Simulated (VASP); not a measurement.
Wanted: the native input for a VASP 6.6.1 run.

| Item | Value |
| --- | --- |
| Task | density of states |
| Functional | PBE |
| Potentials or basis | VASP PAW PBE potentials, release 64 (Li_sv, F) |
| Cutoff | 520 eV |
| k mesh | 10 × 10 × 10 |
| Occupations | gaussian, width 0.02 eV |
| Spin | no spin polarisation |
| Dipole correction | no |
| k mesh for the DOS | 15 × 15 × 15 |
| Occupations for the DOS | tetrahedron |
| Further INCAR settings | ALGO = Normal; EDIFF = 1e-06; NBANDS = 12 |

LiF:

```
Li F
1.0
     0.00000    2.18241    2.18241
     2.18241    0.00000    2.18241
     2.18241    2.18241    0.00000
Li F
1 1
Cartesian
  3.2736 3.2736 3.2736
  0.0000 0.0000 0.0000
```

One way to write it, as run:

POSCAR

```
LiF
1.0
    0.0000000000      2.1824115405      2.1824115405
    2.1824115405      0.0000000000      2.1824115405
    2.1824115405      2.1824115405      0.0000000000
Li F
1 1
Direct
    0.7500000000      0.7500000000      0.7500000000
    0.0000000000      0.0000000000      0.0000000000
```

INCAR.step1

```
ALGO = Normal
EDIFF = 1E-6
ENCUT = 520
GGA = PE
ISIF = 2
ISMEAR = 0
LASPH = T
LCHARG = T
LREAL = F
LWAVE = F
NBANDS = 12
NELM = 80
PREC = Accurate
SIGMA = 0.02
```

KPOINTS.step1

```
k-points
0
Gamma
  10 10 10
```

INCAR.step2

```
ALGO = Normal
EDIFF = 1E-6
ENCUT = 520
GGA = PE
ICHARG = 11
ISIF = 2
ISMEAR = -5
LASPH = T
LCHARG = F
LORBIT = 11
LREAL = F
LWAVE = F
NBANDS = 12
NEDOS = 1001
NELM = 80
PREC = Accurate
SIGMA = 0.02
```

KPOINTS.step2

```
k-points
0
Gamma
  15 15 15
```

Potentials or basis: VASP PAW PBE potentials, release 64 (Li_sv, F).

Launch:

```console
$ cat potpaw_PBE.64/Li_sv/POTCAR potpaw_PBE.64/F/POTCAR > POTCAR
$ cp INCAR.step1 INCAR
$ cp KPOINTS.step1 KPOINTS
$ mpirun -np 1 vasp_std > vasp.out
$ cp INCAR.step2 INCAR
$ cp KPOINTS.step2 KPOINTS
$ mpirun -np 1 vasp_std > vasp.out
```

It gave:

```
Valence electrons inside the program's atomic spheres : Li 2.08; F 6.13
```

It took 41 s on 1 thread of AMD EPYC 7R13, with other jobs on the host, peak memory 0.12 GiB.
